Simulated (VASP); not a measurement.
# SrTiO3 (Pmmm) in VASP: notebook

SrTiO3 is run at these levels: PBE; tasks: single point.

Everything below comes from runs of VASP 6.6.1. Logs are shortened: lines on timing, memory, paths and dates and some standing lists are left out, and cuts for length are marked.

## 1. The cell of the first run

The structure is orthorhombic, space group Pmmm (No. 47). Conventional cell: a = 3.592 Å, b = 3.936 Å, c = 4.281 Å, α = 90.00°, β = 90.00°, γ = 90.00°. Sr (site symmetry mmm) has 12 O at 2.66 to 2.91 Å and 8 Ti at 3.42 Å within 3.5 Å. Ti (site symmetry mmm) has 6 O at 1.80 to 2.14 Å within 2.4 Å. O (site symmetry mmm) has 2 Ti at 2.14 Å and 4 Sr at 2.66 Å and 4 O at 2.79 Å within 2.8 Å. Within 2.4 Å of O (site symmetry mmm) lie 2 Ti at 1.80 Å. O (site symmetry mmm) has 2 Ti at 1.97 Å within 2.6 Å.

## 2. Single point, PBE (strain +0.0875 x Voigt [1, -1, 0, 0, 0, 0])

Contents of INCAR:

```
SYSTEM = SrTiO3
ALGO     = Normal         ! electronic algorithm
EDIFF    = 1E-6           ! SCF threshold, eV
ENCUT    = 520            ! plane-wave cutoff, eV
GGA      = PE             ! functional
ISIF     = 2              ! what is computed and relaxed
ISMEAR   = 0              ! smearing method
LASPH    = .True.         ! aspherical terms in the spheres
LCHARG   = .True.         ! write CHGCAR
LELF     = .True.         ! ELF
LREAL    = .False.        ! projectors in reciprocal space
LVHAR    = .True.       
LWAVE    = .False.        ! write WAVECAR
NBANDS   = 28             ! bands
NELM     = 100            ! most SCF steps
PREC     = Accurate       ! precision mode
SIGMA    = 0.05           ! smearing width, eV
```

Contents of KPOINTS:

```
k-points
0
Gamma
  8 8 8
  0 0 0
```

Contents of POSCAR:

```
SrTiO3
1.0
    4.2808388790      0.0000000000      0.0000000000
    0.0000000000      3.5919682548      0.0000000000
    0.0000000000      0.0000000000      3.9364035669
Sr Ti O
1 1 3
Direct
    0.0000000000      0.0000000000      0.0000000000
    0.5000000000      0.5000000000      0.5000000000
    0.0000000000      0.5000000000      0.5000000000
    0.5000000000      0.0000000000      0.5000000000
    0.5000000000      0.5000000000      0.0000000000
```

Potentials or basis: VASP PAW PBE potentials, release 64 (Sr_sv, Ti_sv, O).

Started as:

```sh
cat potpaw_PBE.64/Sr_sv/POTCAR potpaw_PBE.64/Ti_sv/POTCAR potpaw_PBE.64/O/POTCAR > POTCAR
mpirun -np 1 vasp_std > vasp.out
```

OUTCAR:

```text
SYSTEM = SrTiO3
   EDIFF = 1E-6
   ENCUT = 520
   GGA = PE
   ISIF = 2
   ISMEAR = 0
   LASPH = .True.
   LREAL = .False.
   NELM = 100
   PREC = Accurate

 ion  position               nearest neighbor table
   1  0.000  0.000  0.000-   3 2.66   3 2.66   3 2.66   3 2.66   5 2.79   5 2.79   5 2.79   5 2.79
                             4 2.91   4 2.91   4 2.91   4 2.91   2 3.42   2 3.42   2 3.42   2 3.42
   2  0.500  0.500  0.500-   4 1.80   4 1.80   5 1.97   5 1.97   3 2.14   3 2.14   1 3.42   1 3.42
                             1 3.42   1 3.42   1 3.42   1 3.42   1 3.42   1 3.42
   3  0.000  0.500  0.500-   2 2.14   2 2.14   1 2.66   1 2.66   1 2.66   1 2.66
   4  0.500  0.000  0.500-   2 1.80   2 1.80   1 2.91   1 2.91   1 2.91   1 2.91
   5  0.500  0.500  0.000-   2 1.97   2 1.97   1 2.79   1 2.79   1 2.79   1 2.79

  LATTYP: Found a simple orthorhombic cell.
 ALAT       =     3.5919682548
 B/A-ratio  =     1.0958904110
 C/A-ratio  =     1.1917808219

  Lattice vectors:

 A1 = (   0.0000000000,   3.5919682548,   0.0000000000)
 A2 = (   0.0000000000,   0.0000000000,   3.9364035669)
 A3 = (   4.2808388790,   0.0000000000,   0.0000000000)

Analysis of symmetry for initial positions (statically):
=====================================================================
 Subroutine PRICEL returns:
 Original cell was already a primitive cell.

 Routine SETGRP: Setting up the symmetry group for a
 simple orthorhombic supercell.

 Subroutine GETGRP returns: Found  8 space group operations
 (whereof  8 operations were pure point group operations)
 out of a pool of  8 trial point group operations.

The static configuration has the point symmetry D_2h.

Analysis of symmetry for dynamics (positions and initial velocities):
=====================================================================
 Subroutine PRICEL returns:
 Original cell was already a primitive cell.

 Routine SETGRP: Setting up the symmetry group for a
 simple orthorhombic supercell.

 Subroutine GETGRP returns: Found  8 space group operations
 (whereof  8 operations were pure point group operations)
 out of a pool of  8 trial point group operations.

The dynamic configuration has the point symmetry D_2h.

 Subroutine INISYM returns: Found  8 space group operations
 (whereof  8 operations are pure point group operations),
 and found     1 'primitive' translations

----------------------------------------------------------------------------------------

                                     Primitive cell
[... 99 lines left out ...]
   EDIFFG = 0.1E-04   stopping-criterion for IOM
   NSW    =      0    number of steps for IOM
   IBRION =     -1    ionic relax: 0-MD 1-quasi-New 2-CG
   NFREE  =      0    steps in history (QN), initial steepest desc. (CG)
   ISIF   =      2    stress and relaxation
   ISYM   =      2    0-nonsym 1-usesym 2-fastsym
   POTIM  = 0.5000    time-step for ionic-motion
   TEBEG  =    0.0;   TEEND  =   0.0 temperature during run
   PSTRESS=    0.0 pullay stress
   NELECT =      40.0000    total number of electrons
   NUPDOWN=      -1.0000    fix difference up-down
   EMIN   =  10.00;   EMAX   =-10.00  energy-range for DOS
   EFERMI =   0.00;   METHOD = LEGACY
   ISMEAR =     0;   SIGMA  =   0.05  broadening in eV -4-tet -1-fermi 0-gaus
   EFERMI_NEDOS =   21; number of points for ismear=-14 and -15
   IALGO  =     38    algorithm
   IMIX   =      4    mixing-type and parameters
     AMIX     =   0.40;   BMIX     =  1.00
     AMIX_MAG =   1.60;   BMIX_MAG =  1.00
  volume/ion in A,a.u.               =      12.11        81.69
  Fermi-wavevector in a.u.,A,eV,Ry     =   1.425962  2.694677 27.665631  2.033366
  Thomas-Fermi vector in A             =   2.546290
   LORBIT       =      0    0 simple, 1 ext, 2 COOP (PROOUT), +10 PAW based schemes
   GGA     = PE    functional components
   LHFCALC =     F    Hartree Fock is set to
   AEXX    =    0.0000 exact exchange contribution
   IVDW    =     0    specifies the selected vdW correction
   LEPSILON=     F    determine dielectric tensor
   LRPA    =     F    only Hartree local field effects (RPA)
 non-spin polarized calculation
 Gauss-broadening in eV      SIGMA  =   0.05
  energy-cutoff  :      520.00
  volume of cell :       60.53
 maximum number of plane-waves:      1648
 NGX is ok and might be reduce to    32
   NGX = 15   NGY = 13   NGZ = 15

 number of electron      39.9999998 magnetization

 Free energy of the ion-electron system (eV)
  ---------------------------------------------------
  ext. energy  EPLUGINS =         0.00000000
  ---------------------------------------------------
  free energy    TOTEN  =       -39.39163898 eV

  energy without entropy =      -39.39163898  energy(sigma->0) =      -39.39163898

 E-fermi :   4.3830     XC(G=0): -11.1705

 val. band max:        4.1603723446   @ k =   0.5000   0.5000   0.5000
 cond. band min:       5.7544614931   @ k =   0.0000   0.0000   0.0000
 fundamental gap:      1.5940891485
 Fermi energy:         4.3830120954

 k-point     1 :       0.0000    0.0000    0.0000
  band No.  band energies     occupation
      1     -52.4152      2.00000
      2     -28.7990      2.00000
      3     -28.7977      2.00000
      4     -28.6347      2.00000
      5     -28.6324      2.00000
      6     -13.7353      2.00000
[... 733 lines left out ...]
     27      12.5074      0.00000
     28      12.7124      0.00000

 [... further k-points ...]

------------------------ aborting loop because EDIFF is reached ----------------------------------------

  FORCE on cell =-STRESS in cart. coord.  units (eV):
  Direction    XX          YY          ZZ          XY          YZ          ZX
  --------------------------------------------------------------------------------------
  -------------------------------------------------------------------------------------
  Total       -4.2299841     12.7535350      0.8081664      0.0000000     -0.0000000      0.0000000
  in kB     -111.9665571    337.5826911     21.3919498      0.0000000     -0.0000000      0.0000000
  external PRESSURE =      82.3360279 kB  Pullay stress =       0.0000000 kB

 VOLUME and BASIS-vectors are now :
 -----------------------------------------------------------------------------
  energy-cutoff  :      520.00
  volume of cell :       60.53
      direct lattice vectors                 reciprocal lattice vectors
     4.280838879  0.000000000  0.000000000     0.233599074  0.000000000  0.000000000
     0.000000000  3.591968255  0.000000000     0.000000000  0.278398897  0.000000000
     0.000000000  0.000000000  3.936403567     0.000000000  0.000000000  0.254038993

 POSITION                                       TOTAL-FORCE (eV/Angst)
 -----------------------------------------------------------------------------------
      0.00000      0.00000      0.00000         0.000000      0.000000      0.000000
      2.14042      1.79598      1.96820         0.000000      0.000000      0.000000
      0.00000      1.79598      1.96820         0.000000      0.000000      0.000000
      2.14042      0.00000      1.96820         0.000000      0.000000      0.000000
      2.14042      1.79598      0.00000         0.000000      0.000000      0.000000
 -----------------------------------------------------------------------------------
    total drift:                                0.000000     -0.000000     -0.000000

  FREE ENERGIE OF THE ION-ELECTRON SYSTEM (eV)
  ---------------------------------------------------
  free  energy   TOTEN  =       -39.3916389835 eV

  energy  without entropy=      -39.3916389835  energy(sigma->0) =      -39.39163898
```

OSZICAR:

```text
N       E                     dE             d eps       ncg     rms          rms(c)
DAV:   1     0.433025472174E+03    0.43303E+03   -0.21394E+04  7000   0.158E+03
DAV:   2    -0.396915522598E+01   -0.43699E+03   -0.41723E+03  7976   0.437E+02
DAV:   3    -0.476216821424E+02   -0.43653E+02   -0.43289E+02  9776   0.135E+02
DAV:   4    -0.496165478179E+02   -0.19949E+01   -0.19889E+01 10576   0.251E+01
DAV:   5    -0.496643669492E+02   -0.47819E-01   -0.47809E-01  9676   0.331E+00    0.278E+01
DAV:   6    -0.394591093612E+02    0.10205E+02   -0.51833E+01  9820   0.649E+01    0.153E+01
DAV:   7    -0.394788753401E+02   -0.19766E-01   -0.84251E+00  9512   0.218E+01    0.111E+01
DAV:   8    -0.394930642318E+02   -0.14189E-01   -0.17519E+00  8584   0.135E+01    0.311E+00
DAV:   9    -0.393995527530E+02    0.93511E-01   -0.46135E-01  8756   0.634E+00    0.102E+00
DAV:  10    -0.393957920467E+02    0.37607E-02   -0.52232E-02  8988   0.166E+00    0.692E-01
DAV:  11    -0.393916255770E+02    0.41665E-02   -0.19544E-02  9476   0.162E+00    0.121E-01
DAV:  12    -0.393916246687E+02    0.90827E-06   -0.12605E-03  8284   0.300E-01    0.601E-02
DAV:  13    -0.393916334986E+02   -0.88298E-05   -0.20472E-04 11184   0.136E-01    0.377E-02
DAV:  14    -0.393916369832E+02   -0.34846E-05   -0.35726E-05  8580   0.453E-02    0.805E-03
DAV:  15    -0.393916386780E+02   -0.16948E-05   -0.32415E-06  7964   0.135E-02    0.531E-03
DAV:  16    -0.393916389835E+02   -0.30549E-06   -0.74563E-07  4972   0.972E-03
   1 F= -.39391639E+02 E0= -.39391639E+02  d E =-.150039E-12
```

stdout:

```text
POSCAR found type information on POSCAR SrTiO
 POSCAR found :  3 types and       5 ions
 scaLAPACK will be used
 LDA part: xc-table for (Slater+PW92), standard interpolation
 POSCAR, INCAR and KPOINTS ok, starting setup
 FFT: planning ... GRIDC
 FFT: planning ... GRID_SOFT
 FFT: planning ... GRID
 WAVECAR not read
 entering main loop
```

Run time: 3.9 min. Hardware: 1 thread of AMD EPYC 7R43 (Zen 3), shared host; peak memory 0.29 GiB.

What came out:

| Item | Value |
| --- | --- |
| Free energy | -39.3916 eV |
| Pressure | 8.2 GPa |
| Band gap on the k mesh | 1.59 eV, indirect (least direct gap 1.94 eV) |

Stress tensor (GPa, compression positive):
```
-11.20   0.00   0.00
  0.00  33.76   0.00
  0.00   0.00   2.14
```

Caveat: the cell differs from its parent crystal (strain +0.0875 x Voigt [1, -1, 0, 0, 0, 0]).

(Part 1 of 2 ends here.)
